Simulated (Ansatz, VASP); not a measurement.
**One calculation of NaH12ClO6, two programs**

```
CELL_PARAMETERS angstrom
6.62822 0.00000 0.00000
0.00000 6.62822 0.00000
0.00000 0.00000 6.62822
ATOMIC_POSITIONS crystal
O 0.12913 0.67035 0.66053
O 0.54608 0.88098 0.91346
O 0.35046 0.71626 0.26449
O 0.75080 0.53898 0.13686
O 0.79441 0.21556 0.37066
O 0.32934 0.32509 0.67532
H 0.10103 0.75897 0.77771
H 0.21239 0.74757 0.56599
H 0.49127 0.00613 0.85942
H 0.69085 0.91051 0.93574
H 0.21677 0.75663 0.21086
H 0.44029 0.77712 0.16088
H 0.83663 0.66330 0.12215
H 0.69595 0.51925 0.00193
H 0.83167 0.32215 0.27211
H 0.83643 0.09098 0.30112
H 0.25480 0.45653 0.69578
H 0.22051 0.22579 0.67775
Na 0.50426 0.42021 0.38821
Cl 0.99182 0.91687 0.05455
```

Alike in both runs: functional PBEsol; k mesh 1 × 1 × 1; occupations fermi-dirac, width 0.05 eV; no spin polarisation.

Ansatz relaxed the structure, and its values are those at the end. VASP's run is a single point on that final structure, the one shown.

|  | VASP | Ansatz |
| --- | --- | --- |
| version | VASP 6.6.1 | Ansatz 0.2.0 |
| potentials or method | VASP PAW PBE potentials, release 64 (O, H, Na_sv, Cl), cutoff 840 eV | scalar-relativistic, plane waves, PAW |
| valence electrons in the cell | 64 | 64 |

Ansatz gave:

```
rms of the force components (eV/Å) : 0.073
```

Problem. Which values does VASP return?

Solution. rms of the force components (eV/Å): 0.055.

VASP's potentials were made for PBE, not for PBEsol. The functional is the same, so the differences come from potentials, cutoffs and numerics.
